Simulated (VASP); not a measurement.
The system is ZrO2.

```
CELL_PARAMETERS angstrom
3.51237 0.00000 0.00000
0.00000 3.51237 0.00000
0.00000 0.00000 5.12396
ATOMIC_POSITIONS crystal
Zr 0.00000 0.00000 0.00000
Zr 0.50000 0.50000 0.50000
O 0.00000 0.50000 0.29815
O 0.00000 0.50000 0.79815
O 0.50000 0.00000 0.70185
O 0.50000 0.00000 0.20185
```

This cell differs from its parent crystal: equal strain along all axes, cell held: -3.0 %.

| Property | Result |
| --- | --- |
| Program | VASP 6.6.1 |
| Task | relaxation of the atoms |
| Functional | PBE |
| Potentials or basis | VASP PAW PBE potentials, release 64 (Zr_sv, O) |
| Cutoff | 520 eV |
| k mesh | 6 × 6 × 4 |
| Occupations | gaussian, width 0.02 eV |
| Spin | no spin polarisation |

At the start: pressure 22.6 GPa; volume 10.54 Å³/atom.

How do energy, volume and symmetry change on relaxing?

Over 3 steps the energy falls by 4.4 meV/atom; space group P4_2/nmc (No. 137, to 0.1 Å) before and after.

The path:
| step | energy change (eV) | largest force (eV/Å) | pressure (GPa) |
| --- | --- | --- | --- |
| 1 | 0.0000 | 0.2700 | 22.64 |
| 2 | -0.0120 | 0.1921 | 21.91 |
| 3 | -0.0263 | 0.0011 | 19.97 |

Final structure:
```xyz
6
Lattice="3.5124 0.0000 0.0000 0.0000 3.5124 0.0000 0.0000 0.0000 5.1240" Properties=species:S:1:pos:R:3 pbc="T T T"
Zr    0.0000    0.0000    0.0000
Zr    1.7562    1.7562    2.5620
O     0.0000    1.7562    1.4756
O     0.0000    1.7562    4.0376
O     1.7562    0.0000    3.6484
O     1.7562    0.0000    1.0864
```

Caveat: the cell differs from its parent crystal (equal strain along all axes, cell held: -3.0 %).
